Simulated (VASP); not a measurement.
# N (P1) in VASP: a series of runs

Runs on N. Level: PBE+D3(BJ). Tasks: single point.

All numbers are computed with VASP 6.6.1; they aren't measurements. Logs are shortened: lines on timing, memory, paths and dates and some standing lists are left out, and cuts for length are marked.

**1. The cell of the first run**

The typed cell holds 16 atoms: a = 8.075 Å, b = 8.075 Å, c = 8.075 Å, α = 94.43°, β = 117.48°, γ = 117.48°.

**2. Single point, PBE+D3(BJ)**

Input file INCAR:

```
  ALGO = Normal
  EDIFF = 1E-7
  ENCUT = 520
  GGA = PE
  ISIF = 2
  ISMEAR = -1
  IVDW = 12
  LASPH = T
  LCHARG = F
  LREAL = Auto
  LWAVE = F
  NBANDS = 54
  NELM = 100
  PREC = Accurate
  SIGMA = 0.1896
```

Input file KPOINTS:

```
Automatic mesh
0
Gamma
  2 2 2
  0.5 0.5 0.5
```

Input file POSCAR:

```
N
1.0
    4.1901886401      4.1901886401     -5.4848298423
   -4.1901886401      4.1901886401      5.4848298423
    4.1901886401     -4.1901886401      5.4848298423
N
16
Direct
    0.9338579563      0.5062190409      0.4949080943
    0.8761690261      0.9881294633      0.9760084099
    0.4101681685      0.9354811170      0.4906691622
    0.4612619302      0.5788674613      0.9529407154
    0.5133955019      0.4627724525      0.5571156991
    0.4293039418      0.8886910781      0.0146665855
    0.0216892383      0.9925298515      0.5581601473
    0.0079101451      0.4241196925     -0.0215705044
    0.0395807956      0.0760850526     -0.0070794609
   -0.0033232394      0.4812317354      0.4009656593
    0.6417671687      0.6306290073      0.0315878386
    0.5926887101      0.0555919889      0.5912307615
    0.5168958217      0.5808165360      0.4987906347
    0.5608507640      0.0151378863      1.0093825034
    0.0635344904      0.0849580574      0.4771063927
    0.0291856789      0.5311605891      0.9057748690
```

Potentials or basis: VASP PAW PBE potentials, release 64 (N).

Command:

```sh
$ cat potpaw_PBE.64/N/POTCAR > POTCAR
$ mpirun -np 1 vasp_std > vasp.out
```

OUTCAR:

```text
EDIFF = 1E-7
   ENCUT = 520
   GGA = PE
   ISIF = 2
   ISMEAR = -1
   IVDW = 12
   LASPH = T
   LREAL = Auto
   NELM = 100
   PREC = Accurate
 IVDW          = 12

 ion  position               nearest neighbor table
   1  0.934  0.506  0.495-  10 1.14
   2  0.876  0.988  0.976-   9 1.10
   3  0.410  0.935  0.491-  12 1.11
   4  0.461  0.579  0.953-  11 1.12
   5  0.513  0.463  0.557-  13 1.09
   6  0.429  0.889  0.015-  14 1.10
[... 8 lines left out ...]
  15  0.064  0.085  0.477-   7 1.07
  16  0.029  0.531  0.906-   8 1.07

  LATTYP: Found a body centered tetragonal cell.
 ALAT       =     8.3803772802
 C/A-ratio  =     1.3089696702

  Lattice vectors:

 A1 = (   4.1901886401,  -4.1901886401,  -5.4848298423)
 A2 = (  -4.1901886401,   4.1901886401,  -5.4848298423)
 A3 = (   4.1901886401,   4.1901886401,   5.4848298423)

Analysis of symmetry for initial positions (statically):
=====================================================================
 Subroutine PRICEL returns:
 Original cell was already a primitive cell.

 Routine SETGRP: Setting up the symmetry group for a
 body centered tetragonal supercell.

 Subroutine GETGRP returns: Found  1 space group operations
 (whereof  1 operations were pure point group operations)
 out of a pool of 16 trial point group operations.

The static configuration has the point symmetry C_1 .

Analysis of symmetry for dynamics (positions and initial velocities):
=====================================================================
 Subroutine PRICEL returns:
 Original cell was already a primitive cell.

 Routine SETGRP: Setting up the symmetry group for a
 body centered tetragonal supercell.

 Subroutine GETGRP returns: Found  1 space group operations
 (whereof  1 operations were pure point group operations)
 out of a pool of 16 trial point group operations.

The dynamic configuration has the point symmetry C_1 .

 Subroutine INISYM returns: Found  1 space group operations
 (whereof  1 operations are pure point group operations),
 and found     1 'primitive' translations

----------------------------------------------------------------------------------------

                                     Primitive cell

  volume of cell :     385.2036
[... 96 lines left out ...]
   EDIFF  = 0.1E-06   stopping-criterion for ELM
   LREAL  =      T    real-space projection
   EDIFFG = 0.1E-05   stopping-criterion for IOM
   NSW    =      0    number of steps for IOM
   IBRION =     -1    ionic relax: 0-MD 1-quasi-New 2-CG
   NFREE  =      0    steps in history (QN), initial steepest desc. (CG)
   ISIF   =      2    stress and relaxation
   ISYM   =      2    0-nonsym 1-usesym 2-fastsym
   POTIM  = 0.5000    time-step for ionic-motion
   TEBEG  =    0.0;   TEEND  =   0.0 temperature during run
   PSTRESS=    0.0 pullay stress
   NELECT =      80.0000    total number of electrons
   NUPDOWN=      -1.0000    fix difference up-down
   EMIN   =  10.00;   EMAX   =-10.00  energy-range for DOS
   EFERMI =   0.00;   METHOD = LEGACY
   ISMEAR =    -1;   SIGMA  =   0.19  broadening in eV -4-tet -1-fermi 0-gaus
   EFERMI_NEDOS =   21; number of points for ismear=-14 and -15
   IALGO  =     38    algorithm
   IMIX   =      4    mixing-type and parameters
     AMIX     =   0.40;   BMIX     =  1.00
     AMIX_MAG =   1.60;   BMIX_MAG =  1.00
  volume/ion in A,a.u.               =      24.08       162.47
  Fermi-wavevector in a.u.,A,eV,Ry     =   0.969486  1.832062 12.788149  0.939902
  Thomas-Fermi vector in A             =   2.099542
   LORBIT       =      0    0 simple, 1 ext, 2 COOP (PROOUT), +10 PAW based schemes
   GGA     = PE    functional components
   LHFCALC =     F    Hartree Fock is set to
   AEXX    =    0.0000 exact exchange contribution
   IVDW    =    12    specifies the selected vdW correction
   LEPSILON=     F    determine dielectric tensor
   LRPA    =     F    only Hartree local field effects (RPA)
 non-spin polarized calculation
  energy-cutoff  :      520.00
  volume of cell :      385.20
 maximum number of plane-waves:     10394
   NGX = 31   NGY = 31   NGZ = 31

 number of electron      80.0000002 magnetization

 Free energy of the ion-electron system (eV)
  ---------------------------------------------------
  ext. energy  EPLUGINS =         0.00000000
  ---------------------------------------------------
  free energy    TOTEN  =      -132.51791966 eV

  energy without entropy =     -132.51791931  energy(sigma->0) =     -132.51791949

 E-fermi :  -2.8746     XC(G=0):  -6.1520

 val. band max:       -6.2522985881   @ k =   0.2500   0.2500   0.2500
 cond. band min:       0.6586576136   @ k =  -0.2500   0.2500   0.2500
 fundamental gap:      6.9109562018
 Fermi energy:        -2.8745864803

 k-point     1 :       0.2500    0.2500    0.2500
  band No.  band energies     occupation
      1     -25.6869      2.00000
      2     -25.2929      2.00000
      3     -25.2010      2.00000
      4     -25.0586      2.00000
      5     -25.0441      2.00000
      6     -24.9577      2.00000
[... 209 lines left out ...]
     51       1.5224      0.00000
     52       1.6261      0.00000
 [bands above 52 left out]

------------------------ aborting loop because EDIFF is reached ----------------------------------------

 Edisp (eV)   -0.81382

 E8    (eV) :    -0.1934

  FORCE on cell =-STRESS in cart. coord.  units (eV):
  Direction    XX          YY          ZZ          XY          YZ          ZX
  --------------------------------------------------------------------------------------
  -------------------------------------------------------------------------------------
  Total       7.05916    15.38003    -1.73170    -8.24593     1.97742    -1.10407
  in kB      29.36117    63.97018    -7.20267   -34.29729     8.22468    -4.59214
  external pressure =       28.71 kB  Pullay stress =        0.00 kB

 VOLUME and BASIS-vectors are now :
 -----------------------------------------------------------------------------
  energy-cutoff  :      520.00
  volume of cell :      385.20
      direct lattice vectors                 reciprocal lattice vectors
     4.190188640  4.190188640 -5.484829842     0.119326370  0.119326370  0.000000000
    -4.190188640  4.190188640  5.484829842     0.000000000  0.119326370  0.091160531
     4.190188640 -4.190188640  5.484829842     0.119326370  0.000000000  0.091160531

 POSITION                                       TOTAL-FORCE (eV/Angst)
 -----------------------------------------------------------------------------------
      3.86565      3.96044      0.36896        -0.188699      1.770417     -3.218093
      3.62052      3.72210      5.96732        -0.377795     -1.075807      0.196975
     -0.14516      3.58253      5.57249        -0.526968     -0.603629     -0.125848
      3.50021      0.36534      5.87176         0.467919      0.107346     -0.403672
      2.54654      1.75591      2.77803         2.534068     -2.604227     -1.090397
     -1.86346      5.46119      2.60010        -0.009568     -1.087042      0.369947
[... 8 lines left out ...]
      1.90940     -1.37695      2.73435        -3.916216      6.335998     -1.166048
      1.69200     -1.44741      7.72127        -4.216930      4.992359      0.550758
 -----------------------------------------------------------------------------------
    total drift:                               -0.000368     -0.000768     -0.002000

  FREE ENERGIE OF THE ION-ELECTRON SYSTEM (eV)
  ---------------------------------------------------
  free  energy   TOTEN  =      -133.3317430781 eV

  energy  without entropy=     -133.3317427293  energy(sigma->0) =     -133.33174290
```

Wall time 3.8 min (1 thread of Oxide Virtual Turin-like, shared host); peak memory 0.44 GiB.

Results:

| Item | Value |
| --- | --- |
| Free energy | -133.3317 eV |
| Pressure | 2.9 GPa |
| Largest force | 7.576 eV/Å |
| Band gap on the k mesh | 6.91 eV (least direct gap 6.93 eV) |
| Dispersion energy per atom | -0.051 eV |

Forces on the atoms (eV/Å):
```
N   -0.189  1.770 -3.218
N   -0.378 -1.076  0.197
N   -0.527 -0.604 -0.126
N    0.468  0.107 -0.404
N    2.534 -2.604 -1.090
N   -0.010 -1.087  0.370
N    3.907 -6.382  1.182
N    4.140 -5.149 -0.301
N    0.599  1.237 -0.463
N    0.119 -1.751  3.156
N   -0.198 -0.394  0.038
N    0.404  0.602  0.068
N   -2.532  2.639  1.043
N   -0.205  1.363  0.162
N   -3.916  6.336 -1.166
N   -4.217  4.992  0.551
```

Levels at points of the mesh, in eV from the valence-band top:
| k point | band 37 | band 38 | band 39 | band 40 | band 41 | band 42 | band 43 | band 44 |
| --- | --- | --- | --- | --- | --- | --- | --- | --- |
| (0.25, 0.25, 0.25) | -0.55 | -0.45 | -0.39 | 0.00 | 6.96 | 7.01 | 7.06 | 7.15 |

Caveat: the standard files for N, O and F lose accuracy on very short bonds; the stress differs along the axes, from -1 to 6 GPa; the atoms stand as in a frame of molecular dynamics; a shifted mesh leaves out Γ, where band edges can lie; forces of over 1 eV/Å act on the atoms, so gaps and moduli don't describe the material at rest. A k mesh can miss the band edges.

[end of part 1 of 2]
